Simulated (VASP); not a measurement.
# CdTeS4 (I4/mmm) in VASP: a series of runs

CdTeS4 is run at these levels: PBE; tasks: single point.

Everything below comes from runs of VASP 6.6.1. Logs are shortened: lines on timing, memory, paths and dates and some standing lists are left out, and cuts for length are marked.

### 1 The cell of the first run

Symmetry: I4/mmm, No. 139, tetragonal system. The conventional cell has a = 6.035 Å, b = 6.035 Å, c = 7.388 Å, α = 90.00°, β = 90.00°, γ = 90.00°. Cd (site symmetry 4/mmm) has 8 S at 2.82 Å and 2 Te at 3.69 Å within 3.7 Å. Within 3.7 Å of Te (site symmetry 4/mmm) lie 8 S at 2.82 Å and 2 Cd at 3.69 Å. S (site symmetry 2/m) has 2 Cd at 2.82 Å and 2 Te at 2.82 Å and 6 S at 3.02 to 3.69 Å within 3.7 Å.

The cell was built from a structure type or drawn by symmetry, and may not be a known phase.

### 2 Single point, PBE

Input file INCAR:

```
ALGO     = Normal         # electronic algorithm
EDIFF    = 1E-6           # SCF threshold, eV
ENCUT    = 520            # plane-wave cutoff, eV
GGA      = PE             # functional
ISIF     = 2              # what is computed and relaxed
ISMEAR   = 0              # smearing method
LASPH    = T              # aspherical terms in the spheres
LCHARG   = T              # write CHGCAR
LELF     = T              # ELF
LREAL    = F              # projectors in reciprocal space
LVHAR    = T            
LWAVE    = F              # write WAVECAR
NBANDS   = 30             # bands
NELM     = 80             # most SCF steps
PREC     = Accurate       # precision mode
SIGMA    = 0.1            # smearing width, eV
```

Input file KPOINTS:

```
k-points
0
Gamma
  4 4 4
```

Input file POSCAR:

```
CdTeS4
1.0
   -3.0174989507      3.0174989507      3.6940566002
    3.0174989507     -3.0174989507      3.6940566002
    3.0174989507      3.0174989507     -3.6940566002
Cd Te S
1 1 4
Direct
    0.0000000000      0.0000000000      0.0000000000
    0.5000000000      0.5000000000      0.0000000000
    0.5000000000      0.5000000000      0.5000000000
    0.0000000000      0.0000000000      0.5000000000
    0.5000000000      0.0000000000      0.0000000000
    0.0000000000      0.5000000000      0.0000000000
```

Potentials or basis: VASP PAW PBE potentials, release 64 (Cd, Te, S).

Run with:

```bash
$ cat potpaw_PBE.64/Cd/POTCAR potpaw_PBE.64/Te/POTCAR potpaw_PBE.64/S/POTCAR > POTCAR
$ mpirun -np 1 vasp_std > vasp.out
```

OUTCAR:

```text
EDIFF = 1E-6
   ENCUT = 520
   GGA = PE
   ISIF = 2
   ISMEAR = 0
   LASPH = T
   LREAL = F
   NELM = 80
   PREC = Accurate

 ion  position               nearest neighbor table
   1  0.000  0.000  0.000-   3 2.82   4 2.82   5 2.82   6 2.82   4 2.82   6 2.82   5 2.82   3 2.82
                             2 3.69   2 3.69
   2  0.500  0.500  0.000-   3 2.82   4 2.82   5 2.82   6 2.82   3 2.82   5 2.82   6 2.82   4 2.82
                             1 3.69   1 3.69
   3  0.500  0.500  0.500-   1 2.82   2 2.82   2 2.82   1 2.82
   4  0.000  0.000  0.500-   1 2.82   2 2.82   1 2.82   2 2.82
   5  0.500  0.000  0.000-   1 2.82   2 2.82   2 2.82   1 2.82
   6  0.000  0.500  0.000-   1 2.82   2 2.82   1 2.82   2 2.82

  LATTYP: Found a body centered tetragonal cell.
 ALAT       =     6.0349979014
 C/A-ratio  =     1.2242113951

  Lattice vectors:

 A1 = (  -3.0174989507,   3.0174989507,   3.6940566002)
 A2 = (   3.0174989507,  -3.0174989507,   3.6940566002)
 A3 = (   3.0174989507,   3.0174989507,  -3.6940566002)

Analysis of symmetry for initial positions (statically):
=====================================================================
 Subroutine PRICEL returns:
 Original cell was already a primitive cell.

 Routine SETGRP: Setting up the symmetry group for a
 body centered tetragonal supercell.

 Subroutine GETGRP returns: Found 16 space group operations
 (whereof 16 operations were pure point group operations)
 out of a pool of 16 trial point group operations.

The static configuration has the point symmetry D_4h.

Analysis of symmetry for dynamics (positions and initial velocities):
=====================================================================
 Subroutine PRICEL returns:
 Original cell was already a primitive cell.

 Routine SETGRP: Setting up the symmetry group for a
 body centered tetragonal supercell.

 Subroutine GETGRP returns: Found 16 space group operations
 (whereof 16 operations were pure point group operations)
 out of a pool of 16 trial point group operations.

The dynamic configuration has the point symmetry D_4h.

 Subroutine INISYM returns: Found 16 space group operations
 (whereof 16 operations are pure point group operations),
 and found     1 'primitive' translations

----------------------------------------------------------------------------------------

                                     Primitive cell

  volume of cell :     134.5420

  direct lattice vectors                    reciprocal lattice vectors
    -3.017498951  3.017498951  3.694056600     0.000000000  0.165700140  0.135352555
     3.017498951 -3.017498951  3.694056600     0.165700140  0.000000000  0.135352555
     3.017498951  3.017498951 -3.694056600     0.165700140  0.165700140  0.000000000

  length of vectors
     5.644169912  5.644169912  5.644169912     0.213955254  0.213955254  0.234335386

  position of ions in fractional coordinates (direct lattice)
     0.000000000  0.000000000  0.000000000
     0.500000000  0.500000000  0.000000000
     0.500000000  0.500000000  0.500000000
     0.000000000  0.000000000  0.500000000
     0.500000000  1.000000000  0.000000000
     1.000000000  0.500000000  0.000000000

  ion indices of the primitive-cell ions
   primitive index   ion index
                 1           1
                 2           2
                 3           3
                 4           4
                 5           5
                 6           6

----------------------------------------------------------------------------------------

 KPOINTS: k-points

Automatic generation of k-mesh.
 Grid dimensions read from file:
 generate k-points for:    4    4    4

 Generating k-lattice:

  Cartesian coordinates                     Fractional coordinates (reciprocal lattice)
     0.000000000  0.041425035  0.033838139     0.250000000 -0.000000000  0.000000000
     0.041425035  0.000000000  0.033838139    -0.000000000  0.250000000  0.000000000
     0.041425035  0.041425035  0.000000000     0.000000000  0.000000000  0.250000000

  Length of vectors
     0.053488814  0.053488814  0.058583846

  Shift w.r.t. Gamma in fractional coordinates (k-lattice)
     0.000000000  0.000000000  0.000000000

 Subroutine IBZKPT returns following result:
 ===========================================

 Found     13 irreducible k-points:

 Following reciprocal coordinates:
            Coordinates               Weight
  0.000000  0.000000  0.000000      1.000000
  0.250000  0.000000  0.000000      8.000000
  0.500000  0.000000  0.000000      4.000000
  0.250000  0.250000  0.000000      8.000000
  0.500000  0.250000  0.000000     16.000000
 -0.250000  0.250000  0.000000      4.000000
  0.500000  0.500000  0.000000      2.000000
  0.250000  0.250000  0.250000      2.000000
 -0.250000  0.250000  0.250000      4.000000
  0.500000  0.500000  0.250000      4.000000
 -0.250000  0.500000  0.250000      8.000000
 -0.250000 -0.250000  0.250000      2.000000
  0.500000  0.500000  0.500000      1.000000
   k-points           NKPTS =     13   k-points in BZ     NKDIM =     13   number of bands    NBANDS=     30
   number of dos      NEDOS =    301   number of ions     NIONS =      6
   total plane-waves  NPLWV =  74088
   dimension x,y,z NGX =    42 NGY =   42 NGZ =   42
   dimension x,y,z NGXF=    84 NGYF=   84 NGZF=   84
   ions per type =               1   1   4
   NGX,Y,Z   is equivalent  to a cutoff of  12.37, 12.37, 12.37 a.u.
   NGXF,Y,Z  is equivalent  to a cutoff of  24.74, 24.74, 24.74 a.u.
 SYSTEM =  unknown system
   PREC   = accura    normal or accurate (medium, high low for compatibility)
   ISTART =      0    job   : 0-new  1-cont  2-samecut
   ICHARG =      2    charge: 1-file 2-atom 10-const
   ISPIN  =      1    spin polarized calculation?
   LNONCOLLINEAR =      F non collinear calculations
   LSORBIT =      F    spin-orbit coupling
   LASPH  =      T    aspherical Exc in radial PAW
   ENCUT  =  520.0 eV  38.22 Ry    6.18 a.u.  10.49 10.49 10.49*2*pi/ulx,y,z
   NELM   =     80;   NELMIN=  2; NELMDL= -5     # of ELM steps
   EDIFF  = 0.1E-05   stopping-criterion for ELM
   LREAL  =      F    real-space projection
   EDIFFG = 0.1E-04   stopping-criterion for IOM
   NSW    =      0    number of steps for IOM
   IBRION =     -1    ionic relax: 0-MD 1-quasi-New 2-CG
   NFREE  =      0    steps in history (QN), initial steepest desc. (CG)
   ISIF   =      2    stress and relaxation
   ISYM   =      2    0-nonsym 1-usesym 2-fastsym
   POTIM  = 0.5000    time-step for ionic-motion
   TEBEG  =    0.0;   TEEND  =   0.0 temperature during run
   PSTRESS=    0.0 pullay stress
   NELECT =      42.0000    total number of electrons
   NUPDOWN=      -1.0000    fix difference up-down
   EMIN   =  10.00;   EMAX   =-10.00  energy-range for DOS
   EFERMI =   0.00;   METHOD = LEGACY
   ISMEAR =     0;   SIGMA  =   0.10  broadening in eV -4-tet -1-fermi 0-gaus
   EFERMI_NEDOS =   21; number of points for ismear=-14 and -15
   IALGO  =     38    algorithm
   IMIX   =      4    mixing-type and parameters
     AMIX     =   0.40;   BMIX     =  1.00
     AMIX_MAG =   1.60;   BMIX_MAG =  1.00
  volume/ion in A,a.u.               =      22.42       151.32
  Fermi-wavevector in a.u.,A,eV,Ry     =   1.110551  2.098638 16.780397  1.233324
  Thomas-Fermi vector in A             =   2.247104
   LORBIT       =      0    0 simple, 1 ext, 2 COOP (PROOUT), +10 PAW based schemes
   GGA     = PE    functional components
   LHFCALC =     F    Hartree Fock is set to
   AEXX    =    0.0000 exact exchange contribution
   IVDW    =     0    specifies the selected vdW correction
   LEPSILON=     F    determine dielectric tensor
   LRPA    =     F    only Hartree local field effects (RPA)
 non-spin polarized calculation
 Gauss-broadening in eV      SIGMA  =   0.10
  energy-cutoff  :      520.00
  volume of cell :      134.54
 maximum number of plane-waves:      3669
 NGX is ok and might be reduce to    42
   NGX = 21   NGY = 21   NGZ = 21

 number of electron      42.0000004 magnetization

 Free energy of the ion-electron system (eV)
  ---------------------------------------------------
  ext. energy  EPLUGINS =         0.00000000
  ---------------------------------------------------
  free energy    TOTEN  =       -18.21167644 eV

  energy without entropy =      -18.20536275  energy(sigma->0) =      -18.20851960

 E-fermi :   4.6358     XC(G=0):  -9.7222

 val. band max:        4.4366412824   @ k =  -0.2500   0.2500   0.0000
 cond. band min:       4.6675566250   @ k =   0.0000   0.0000   0.0000
 fundamental gap:      0.2309153426
 Fermi energy:         4.6358196774

 k-point     1 :       0.0000    0.0000    0.0000
  band No.  band energies     occupation
      1     -10.2822      2.00000
      2      -7.6103      2.00000
      3      -7.6103      2.00000
      4      -6.6931      2.00000
      5      -5.2501      2.00000
      6      -3.5532      2.00000
[... 22 lines left out ...]
     29      11.9299      0.00000
     30      11.9569      0.00000

 k-point     2 :       0.2500    0.0000    0.0000
  band No.  band energies     occupation
      1      -9.9960      2.00000
      2      -7.9930      2.00000
      3      -7.5239      2.00000
      4      -6.8720      2.00000
      5      -5.7450      2.00000
      6      -3.6665      2.00000
[... 22 lines left out ...]
     29      12.0018      0.00000
     30      12.4281      0.00000

 k-point     3 :       0.5000    0.0000    0.0000
  band No.  band energies     occupation
      1      -9.4542      2.00000
      2      -8.6998      2.00000
      3      -7.3671      2.00000
      4      -7.1104      2.00000
      5      -5.9572      2.00000
      6      -3.8243      2.00000
[... 319 lines left out ...]
     29      11.3401      0.00000
     30      11.3401      0.00000

 k-point    13 :       0.5000    0.5000    0.5000
  band No.  band energies     occupation
      1      -8.9719      2.00000
      2      -7.9866      2.00000
      3      -7.9866      2.00000
      4      -7.9151      2.00000
      5      -6.2241      2.00000
      6      -3.8239      2.00000
[... 22 lines left out ...]
     29       9.7165      0.00000
     30      12.3835      0.00000

------------------------ aborting loop because EDIFF is reached ----------------------------------------

  FORCE on cell =-STRESS in cart. coord.  units (eV):
  Direction    XX          YY          ZZ          XY          YZ          ZX
  --------------------------------------------------------------------------------------
  -------------------------------------------------------------------------------------
  Total       -0.0217065     -0.0217065     -0.1700428      0.0000000     -0.0000000      0.0000000
  in kB       -0.2584897     -0.2584897     -2.0249349      0.0000000     -0.0000000      0.0000000
  external PRESSURE =      -0.8473048 kB  Pullay stress =       0.0000000 kB

 VOLUME and BASIS-vectors are now :
 -----------------------------------------------------------------------------
  energy-cutoff  :      520.00
  volume of cell :      134.54
      direct lattice vectors                 reciprocal lattice vectors
    -3.017498951  3.017498951  3.694056600     0.000000000  0.165700140  0.135352555
     3.017498951 -3.017498951  3.694056600     0.165700140  0.000000000  0.135352555
     3.017498951  3.017498951 -3.694056600     0.165700140  0.165700140  0.000000000

 POSITION                                       TOTAL-FORCE (eV/Angst)
 -----------------------------------------------------------------------------------
      0.00000      0.00000      0.00000         0.000000      0.000000      0.000000
      0.00000      0.00000      3.69406         0.000000      0.000000      0.000000
      1.50875      1.50875      1.84703        -0.000000     -0.000000     -0.000000
      1.50875      1.50875     -1.84703         0.000000      0.000000      0.000000
     -1.50875      1.50875      1.84703         0.000000     -0.000000      0.000000
      1.50875     -1.50875      1.84703        -0.000000     -0.000000     -0.000000
 -----------------------------------------------------------------------------------
    total drift:                               -0.000000     -0.000000      0.000000

  FREE ENERGIE OF THE ION-ELECTRON SYSTEM (eV)
  ---------------------------------------------------
  free  energy   TOTEN  =       -18.2116764412 eV

  energy  without entropy=      -18.2053627540  energy(sigma->0) =      -18.20851960
```

Wall time 2.2 min (1 thread of Intel Xeon 8259CL, shared host); peak memory 0.28 GiB.

Results:

- Free energy: -18.2117 eV
- Pressure: -0.1 GPa
- Band gap on the k mesh: zero (bands 21 and 22 overlap by 1.76 eV)

Caveat: spin-orbit coupling is left out, which moves the levels of the heavy elements.

[end of part 1 of 2]
